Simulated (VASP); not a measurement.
A run of VASP 6.6.1 is set up as follows.

The input INCAR:

```
  ALGO = Normal
  EDIFF = 1E-6
  ENCUT = 520
  GGA = PS
  ISIF = 2
  ISMEAR = -1
  ISPIN = 2
  LASPH = True
  LCHARG = True
  LELF = True
  LMAXMIX = 6
  LORBIT = 11
  LREAL = False
  LVHAR = True
  LWAVE = False
  MAGMOM = 8.5 0
  NBANDS = 23
  NELM = 150
  PREC = Accurate
  SIGMA = 0.05
```

Contents of KPOINTS:

```
k-points
0
Gamma
  9 9 9
```

Contents of POSCAR:

```
GdO
1.0
    0.0000000000      2.7000000000      2.7000000000
    2.7000000000      0.0000000000      2.7000000000
    2.7000000000      2.7000000000      0.0000000000
Gd O
1 1
Direct
    0.0000000000      0.0000000000      0.0000000000
    0.7500000000      0.7500000000      0.7500000000
```

Potentials or basis: VASP PAW PBE potentials, release 64 (Gd, O).

Command:

```sh
$ cat potpaw_PBE.64/Gd/POTCAR potpaw_PBE.64/O/POTCAR > POTCAR
$ mpirun -np 1 vasp_std > vasp.out
```

Q: Estimate the pressure.

A: -4.4 GPa.

Q: Estimate the net moment.

A: 7.52 μB per cell.

Q: What does it give for the site moments?

A: Gd +6.87; O -0.03 μB.

Caveat: the cell stands under tension; the PAW data sets were made with another functional, which shifts forces and pressure a little; a cell with one magnetic atom can't hold antiferromagnetic order, which such compounds often take. The state reached can hang on the start; a lower one may exist.
